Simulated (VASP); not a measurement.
# PtSe2 (P-3m1) in VASP: further runs

PtSe2 is run at these levels: PBEsol; tasks: single point, relaxation of cell and atoms.

Everything below comes from runs of VASP 6.6.1. Logs are shortened: lines on timing, memory, paths and dates and some standing lists are left out, and cuts for length are marked.

**1. The cell of the first run**

It takes space group P-3m1 (No. 164, trigonal). The conventional cell has a = 3.760 Å, b = 3.760 Å, c = 4.863 Å, α = 90.00°, β = 90.00°, γ = 120.00°. Within 3.3 Å of Pt (site symmetry -3m) lie 6 Se at 2.51 Å. Se (site symmetry 3m) has 3 Pt at 2.51 Å and 6 Se at 3.18 to 3.34 Å within 3.4 Å.

**2. Single point, PBEsol**

INCAR

```
SYSTEM = PtSe2
ALGO = Normal
EDIFF = 1E-6
ENCUT = 520
GGA = PS
ISIF = 2
ISMEAR = 0
LASPH = .True.
LCHARG = .False.
LREAL = .False.
LWAVE = .False.
NBANDS = 18
NELM = 80
PREC = Accurate
SIGMA = 0.1
```

KPOINTS

```
k-points
0
Gamma
  15 15 8
  0 0 0
```

POSCAR

```
PtSe2
1.0
    3.7603065604      0.0000000000      0.0000000000
   -1.8801532802      3.2565210073      0.0000000000
    0.0000000000      0.0000000000      4.8632388066
Pt Se
1 2
Direct
    0.0000000000      0.0000000000      0.0000000000
    0.3333333333      0.6666666667      0.2607784632
    0.6666666667      0.3333333333      0.7392215368
```

Potentials or basis: VASP PAW PBE potentials, release 64 (Pt, Se).

On the command line:

```
cat potpaw_PBE.64/Pt/POTCAR potpaw_PBE.64/Se/POTCAR > POTCAR
mpirun -np 1 vasp_std > vasp.out
```

OUTCAR:

```text
SYSTEM = PtSe2
   EDIFF = 1E-6
   ENCUT = 520
   GGA = PS
   ISIF = 2
   ISMEAR = 0
   LASPH = .True.
   LREAL = .False.
   NELM = 80
   PREC = Accurate

 ion  position               nearest neighbor table
   1  0.000  0.000  0.000-   2 2.51   3 2.51   2 2.51   3 2.51   3 2.51   2 2.51
   2  0.333  0.667  0.261-   1 2.51   1 2.51   1 2.51
   3  0.667  0.333  0.739-   1 2.51   1 2.51   1 2.51

  LATTYP: Found a hexagonal cell.
 ALAT       =     3.7603065604
 C/A-ratio  =     1.2933091301

  Lattice vectors:

 A1 = (   3.7603065604,   0.0000000000,   0.0000000000)
 A2 = (  -1.8801532802,   3.2565210073,   0.0000000000)
 A3 = (   0.0000000000,   0.0000000000,   4.8632388066)

Analysis of symmetry for initial positions (statically):
=====================================================================
 Subroutine PRICEL returns:
 Original cell was already a primitive cell.

 Routine SETGRP: Setting up the symmetry group for a
 hexagonal supercell.

 Subroutine GETGRP returns: Found 12 space group operations
 (whereof 12 operations were pure point group operations)
 out of a pool of 24 trial point group operations.

The static configuration has the point symmetry D_3d.

Analysis of symmetry for dynamics (positions and initial velocities):
=====================================================================
 Subroutine PRICEL returns:
 Original cell was already a primitive cell.

 Routine SETGRP: Setting up the symmetry group for a
 hexagonal supercell.

 Subroutine GETGRP returns: Found 12 space group operations
 (whereof 12 operations were pure point group operations)
 out of a pool of 24 trial point group operations.

The dynamic configuration has the point symmetry D_3d.

 Subroutine INISYM returns: Found 12 space group operations
 (whereof 12 operations are pure point group operations),
 and found     1 'primitive' translations

----------------------------------------------------------------------------------------

                                     Primitive cell

  volume of cell :      59.5529

  direct lattice vectors                    reciprocal lattice vectors
     3.760306560  0.000000000  0.000000000     0.265935765  0.153538085  0.000000000
    -1.880153280  3.256521007  0.000000000     0.000000000  0.307076170  0.000000000
     0.000000000  0.000000000  4.863238807     0.000000000  0.000000000  0.205624285

  length of vectors
     3.760306560  3.760306560  4.863238807     0.307076170  0.307076170  0.205624285

  position of ions in fractional coordinates (direct lattice)
     0.000000000  0.000000000  0.000000000
     0.333333333  0.666666667  0.260778463
     0.666666667  0.333333333  0.739221537

  ion indices of the primitive-cell ions
   primitive index   ion index
                 1           1
                 2           2
                 3           3

----------------------------------------------------------------------------------------

 KPOINTS: k-points

Automatic generation of k-mesh.
 Grid dimensions read from file:
 generate k-points for:   15   15    8

 Generating k-lattice:

  Cartesian coordinates                     Fractional coordinates (reciprocal lattice)
     0.017729051  0.010235872  0.000000000     0.066666667  0.000000000  0.000000000
     0.000000000  0.020471745  0.000000000     0.000000000  0.066666667  0.000000000
     0.000000000  0.000000000  0.025703036     0.000000000  0.000000000  0.125000000

  Length of vectors
     0.020471745  0.020471745  0.025703036

  Shift w.r.t. Gamma in fractional coordinates (k-lattice)
     0.000000000  0.000000000  0.000000000

 Subroutine IBZKPT returns following result:
 ===========================================

 Found    192 irreducible k-points:

 Following reciprocal coordinates:
            Coordinates               Weight
  0.000000  0.000000  0.000000      1.000000
  0.066667  0.000000  0.000000      6.000000
  0.133333  0.000000  0.000000      6.000000
  0.200000  0.000000  0.000000      6.000000
  0.266667  0.000000  0.000000      6.000000
  0.333333  0.000000  0.000000      6.000000
[... 16 lines left out ...]
  0.333333  0.200000  0.000000     12.000000
  0.400000  0.200000  0.000000      6.000000
 [... further k-points ...]
   k-points           NKPTS =    192   k-points in BZ     NKDIM =    192   number of bands    NBANDS=     18
   number of dos      NEDOS =    301   number of ions     NIONS =      3
   total plane-waves  NPLWV =  28224
   dimension x,y,z NGX =    28 NGY =   28 NGZ =   36
   dimension x,y,z NGXF=    56 NGYF=   56 NGZF=   72
   ions per type =               1   2
   NGX,Y,Z   is equivalent  to a cutoff of  12.38, 12.38, 12.31 a.u.
   NGXF,Y,Z  is equivalent  to a cutoff of  24.76, 24.76, 24.61 a.u.
 SYSTEM =  PtSe2
   PREC   = accura    normal or accurate (medium, high low for compatibility)
   ISTART =      0    job   : 0-new  1-cont  2-samecut
   ICHARG =      2    charge: 1-file 2-atom 10-const
   ISPIN  =      1    spin polarized calculation?
   LNONCOLLINEAR =      F non collinear calculations
   LSORBIT =      F    spin-orbit coupling
   LASPH  =      T    aspherical Exc in radial PAW
   ENCUT  =  520.0 eV  38.22 Ry    6.18 a.u.   6.99  6.99  9.04*2*pi/ulx,y,z
   NELM   =     80;   NELMIN=  2; NELMDL= -5     # of ELM steps
   EDIFF  = 0.1E-05   stopping-criterion for ELM
   LREAL  =      F    real-space projection
   EDIFFG = 0.1E-04   stopping-criterion for IOM
   NSW    =      0    number of steps for IOM
   IBRION =     -1    ionic relax: 0-MD 1-quasi-New 2-CG
   NFREE  =      0    steps in history (QN), initial steepest desc. (CG)
   ISIF   =      2    stress and relaxation
   ISYM   =      2    0-nonsym 1-usesym 2-fastsym
   POTIM  = 0.5000    time-step for ionic-motion
   TEBEG  =    0.0;   TEEND  =   0.0 temperature during run
   PSTRESS=    0.0 pullay stress
   NELECT =      22.0000    total number of electrons
   NUPDOWN=      -1.0000    fix difference up-down
   EMIN   =  10.00;   EMAX   =-10.00  energy-range for DOS
   EFERMI =   0.00;   METHOD = LEGACY
   ISMEAR =     0;   SIGMA  =   0.10  broadening in eV -4-tet -1-fermi 0-gaus
   EFERMI_NEDOS =   21; number of points for ismear=-14 and -15
   IALGO  =     38    algorithm
   IMIX   =      4    mixing-type and parameters
     AMIX     =   0.40;   BMIX     =  1.00
     AMIX_MAG =   1.60;   BMIX_MAG =  1.00
  volume/ion in A,a.u.               =      19.85       133.96
  Fermi-wavevector in a.u.,A,eV,Ry     =   1.174667  2.219799 18.773902  1.379843
  Thomas-Fermi vector in A             =   2.311060
   LORBIT       =      0    0 simple, 1 ext, 2 COOP (PROOUT), +10 PAW based schemes
   GGA     = PS    functional components
   LHFCALC =     F    Hartree Fock is set to
   AEXX    =    0.0000 exact exchange contribution
   IVDW    =     0    specifies the selected vdW correction
   LEPSILON=     F    determine dielectric tensor
   LRPA    =     F    only Hartree local field effects (RPA)
 non-spin polarized calculation
 Gauss-broadening in eV      SIGMA  =   0.10
  energy-cutoff  :      520.00
  volume of cell :       59.55
 maximum number of plane-waves:      1622
   NGX = 13   NGY = 13   NGZ = 19

 number of electron      21.9999997 magnetization

 Free energy of the ion-electron system (eV)
  ---------------------------------------------------
  ext. energy  EPLUGINS =         0.00000000
  ---------------------------------------------------
  free energy    TOTEN  =       -15.90790628 eV

  energy without entropy =      -15.90445328  energy(sigma->0) =      -15.90617978

 E-fermi :   6.5543     XC(G=0): -10.9600

 val. band max:        6.5526954848   @ k =  -0.2000  -0.4667   0.1250
 cond. band min:       6.5736803621   @ k =   0.3333   0.2667   0.0000
 fundamental gap:      0.0209848773
 Fermi energy:         6.5542628257

 k-point     1 :       0.0000    0.0000    0.0000
  band No.  band energies     occupation
      1      -9.1522      2.00000
      2      -6.0755      2.00000
      3      -0.6160      2.00000
      4       0.2179      2.00000
      5       0.2179      2.00000
      6       2.7033      2.00000
[... 10 lines left out ...]
     17      13.7642      0.00000
     18      18.2167      0.00000

 k-point     2 :       0.0667    0.0000    0.0000
  band No.  band energies     occupation
      1      -9.1032      2.00000
      2      -6.1036      2.00000
      3      -0.5555      2.00000
      4       0.2502      2.00000
      5       0.2636      2.00000
      6       2.6388      2.00000
[... 10 lines left out ...]
     17      13.9189      0.00000
     18      17.3848      0.00000

 k-point     3 :       0.1333    0.0000    0.0000
  band No.  band energies     occupation
      1      -8.9590      2.00000
      2      -6.1835      2.00000
      3      -0.3790      2.00000
      4       0.3429      2.00000
      5       0.3966      2.00000
      6       2.4062      2.00000
[... 10 lines left out ...]
     17      14.3324      0.00000
     18      16.1441      0.00000

 k-point     4 :       0.2000    0.0000    0.0000
  band No.  band energies     occupation
      1      -8.7287      2.00000
      2      -6.3046      2.00000
      3      -0.1048      2.00000
      4       0.4833      2.00000
      5       0.6021      2.00000
      6       1.9181      2.00000
[... 10 lines left out ...]
     17      14.7708      0.00000
     18      15.2326      0.00000

 k-point     5 :       0.2667    0.0000    0.0000
  band No.  band energies     occupation
      1      -8.4285      2.00000
      2      -6.4551      2.00000
      3       0.2077      2.00000
      4       0.6466      2.00000
      5       0.7912      2.00000
      6       1.3617      2.00000
[... 10 lines left out ...]
     17      14.6829      0.00000
     18      14.7621      0.00000

 k-point     6 :       0.3333    0.0000    0.0000
  band No.  band energies     occupation
      1      -8.0835      2.00000
      2      -6.6281      2.00000
      3       0.1505      2.00000
      4       0.7963      2.00000
      5       0.8089      2.00000
      6       1.4807      2.00000
[... 10 lines left out ...]
     17      14.2829      0.00000
     18      15.1941      0.00000

 k-point     7 :       0.4000    0.0000    0.0000
  band No.  band energies     occupation
      1      -7.7281      2.00000
      2      -6.8250      2.00000
      3      -0.3198      2.00000
      4       0.8982      2.00000
      5       1.0993      2.00000
      6       1.9650      2.00000
[... 10 lines left out ...]
     17      13.9475      0.00000
     18      16.2375      0.00000

 k-point     8 :       0.4667    0.0000    0.0000
  band No.  band energies     occupation
      1      -7.4127      2.00000
      2      -7.0427      2.00000
      3      -0.6139      2.00000
      4       0.9441      2.00000
      5       1.3215      2.00000
      6       2.5005      2.00000
[... 10 lines left out ...]
     17      13.7678      0.00000
     18      17.3296      0.00000
[... 229 lines left out ...]
     17      15.3464      0.00000
     18      15.5822      0.00000

 k-point    20 :       0.4000    0.1333    0.0000
  band No.  band energies     occupation
      1      -7.3614      2.00000
      2      -7.0162      2.00000
      3      -0.5270      2.00000
      4       0.7445      2.00000
      5       1.4094      2.00000
      6       1.7388      2.00000
[... 10 lines left out ...]
     17      15.4054      0.00000
     18      16.4410      0.00000

 k-point    21 :       0.2000    0.2000    0.0000
  band No.  band energies     occupation
      1      -8.0143      2.00000
      2      -6.6324      2.00000
      3       0.5154      2.00000
      4       0.5639      2.00000
      5       0.9299      2.00000
      6       1.1690      2.00000
[... 10 lines left out ...]
     17      15.2268      0.00000
     18      15.3232      0.00000

 k-point    22 :       0.2667    0.2000    0.0000
  band No.  band energies     occupation
      1      -7.7037      2.00000
      2      -6.7712      2.00000
      3       0.0488      2.00000
      4       0.6233      2.00000
      5       0.9778      2.00000
      6       1.4326      2.00000
[... 10 lines left out ...]
     17      15.1226      0.00000
     18      15.9278      0.00000

 k-point    23 :       0.3333    0.2000    0.0000
  band No.  band energies     occupation
      1      -7.4172      2.00000
      2      -6.9229      2.00000
      3      -0.3406      2.00000
      4       0.6278      2.00000
      5       1.0448      2.00000
      6       1.6232      2.00000
[... 10 lines left out ...]
     17      15.3734      0.00000
     18      16.3364      0.00000

 k-point    24 :       0.4000    0.2000    0.0000
  band No.  band energies     occupation
      1      -7.2456      2.00000
      2      -7.0427      2.00000
      3      -0.4840      2.00000
      4       0.6225      2.00000
      5       1.0711      2.00000
      6       1.6695      2.00000
[... 10 lines left out ...]
     17      15.5658      0.00000
     18      16.7893      0.00000

 [... further k-points ...]

------------------------ aborting loop because EDIFF is reached ----------------------------------------

  FORCE on cell =-STRESS in cart. coord.  units (eV):
  Direction    XX          YY          ZZ          XY          YZ          ZX
  --------------------------------------------------------------------------------------
  -------------------------------------------------------------------------------------
  Total        0.0277539      0.0277539      0.0173153      0.0000000      0.0000000     -0.0000000
  in kB        0.7466757      0.7466757      0.4658406      0.0000000      0.0000000     -0.0000000
  external PRESSURE =       0.6530640 kB  Pullay stress =       0.0000000 kB

 VOLUME and BASIS-vectors are now :
 -----------------------------------------------------------------------------
  energy-cutoff  :      520.00
  volume of cell :       59.55
      direct lattice vectors                 reciprocal lattice vectors
     3.760306560  0.000000000  0.000000000     0.265935765  0.153538085  0.000000000
    -1.880153280  3.256521007  0.000000000     0.000000000  0.307076170  0.000000000
     0.000000000  0.000000000  4.863238807     0.000000000  0.000000000  0.205624285

 POSITION                                       TOTAL-FORCE (eV/Angst)
 -----------------------------------------------------------------------------------
      0.00000      0.00000      0.00000        -0.000000      0.000000     -0.000000
     -0.00000      2.17101      1.26823         0.000000      0.000000      0.015406
      1.88015      1.08551      3.59501         0.000000     -0.000000     -0.015406
 -----------------------------------------------------------------------------------
    total drift:                               -0.000000     -0.000000      0.000000

  FREE ENERGIE OF THE ION-ELECTRON SYSTEM (eV)
  ---------------------------------------------------
  free  energy   TOTEN  =       -15.9079062778 eV

  energy  without entropy=      -15.9044532801  energy(sigma->0) =      -15.90617978
```

Run time: 1.8 min. Hardware: 1 thread of Intel Xeon Platinum 8259CL at 2.50GHz (Skylake/Cascade Lake), shared host; peak memory 0.33 GiB.

Results:

| Quantity | Value |
| --- | --- |
| Free energy | -15.9079 eV |
| Pressure | 0.1 GPa |
| Largest force | 0.015 eV/Å |
| Band gap on the k mesh | zero (bands 11 and 12 overlap by 0.83 eV) |

Forces in eV/Å, atoms in the order of the input:
```
Pt   0.000  0.000  0.000
Se   0.000  0.000  0.015
Se   0.000  0.000 -0.015
```

Caveat: the PAW data sets were made with another functional, which shifts forces and pressure a little; spin-orbit coupling is left out, which moves the levels of the heavy elements.

**3. Single point, PBEsol**

This run uses another cell than the first one, of the same volume but with other edges.

INCAR

```
ALGO = Normal
EDIFF = 1E-7
ENCUT = 520
GGA = PS
ISIF = 2
ISMEAR = 0
ISYM = 0
LASPH = T
LCHARG = F
LREAL = F
LWAVE = F
NBANDS = 18
NELM = 80
PREC = Accurate
SIGMA = 0.1
```

KPOINTS

```
k-points
0
Gamma
  10 6 13
```

POSCAR

```
PtSe2
1.0
    3.7603065604      0.0000000000      0.0000000000
   -1.8801532802      5.8528643211      0.0000000000
    1.8801532802     -1.8119212217      2.7058955186
Pt Se
1 2
Direct
    0.0000000000      0.0000000000      0.0000000000
    0.6666666667      0.2607784632      0.9274451299
    0.3333333333      0.7392215368      0.0725548701
```

Potentials or basis: VASP PAW PBE potentials, release 64 (Pt, Se).

On the command line:

```
cat potpaw_PBE.64/Pt/POTCAR potpaw_PBE.64/Se/POTCAR > POTCAR
mpirun -np 1 vasp_std > vasp.out
```

It took 5 min on 1 thread of Intel Xeon Platinum 8259CL at 2.50GHz (Skylake/Cascade Lake), shared host; peak memory 0.52 GiB.

The run converged. Its results:

```yaml
Free_energy: -15.9077 eV
Pressure: 0.1 GPa
Largest_force: 0.007 eV/Å
Band_gap_on_the_k_mesh: zero (bands 11 and 12 overlap by 0.87 eV)
```

Forces on the atoms (eV/Å):
```
Pt   0.000  0.000  0.000
Se  -0.004  0.005 -0.001
Se   0.004 -0.005  0.001
```

Stress tensor (GPa, compression positive):
```
 0.14  0.05  0.03
 0.05  0.05 -0.04
 0.03 -0.04  0.04
```

Levels at points of the mesh, in eV from the Fermi level:
```tsv
k point	band 9	band 10	band 11	band 12	band 13	band 14
(0.00, 0.00, 0.00)	-1.02	-1.02	0.75	1.20	1.20	3.27
(0.50, 0.00, 0.00)	-3.37	-3.30	-2.93	0.54	2.50	4.92
(0.00, 0.50, 0.00)	-1.68	-1.65	-1.64	2.36	2.36	4.87
(0.50, 0.50, 0.00)	-3.11	-2.69	-1.14	0.73	1.47	4.78
```

Caveat: the PAW data sets were made with another functional, which shifts forces and pressure a little; spin-orbit coupling is left out, which moves the levels of the heavy elements.

(Continued in part 2 of 2.)

The gap in the log of VASP goes by the Fermi energy; the results here count the filled bands.